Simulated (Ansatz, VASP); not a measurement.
One calculation of LiF, two programs

```
Li F
1.0
     0.00000    2.03394    2.03394
     2.03394    0.00000    2.03394
     2.03394    2.03394    0.00000
Li F
1 1
Direct
  0.00000 0.00000 0.00000
  0.50000 0.50000 0.50000
```

Alike in both runs: task single point; functional PBE; k mesh 8 × 8 × 8; no spin polarisation.

|  | VASP | Ansatz |
| --- | --- | --- |
| version | VASP 6.6.1 | Ansatz 0.2.0 |
| potentials or method | VASP PAW PBE potentials, release 64 (Li_sv, F) | plane waves, PAW |
| plane-wave cutoff (eV) | 520 | 420 |
| occupations | gaussian, width 0.01 eV | fixed |
| valence electrons in the cell | 10 | 10 |

```csv
,VASP,Ansatz,Ansatz less VASP
gap on the k mesh at the Fermi level (eV),8.83,8.83,+0.002
```

Noted on VASP's run: the cutoff is short for stress, so the pressure is rough.
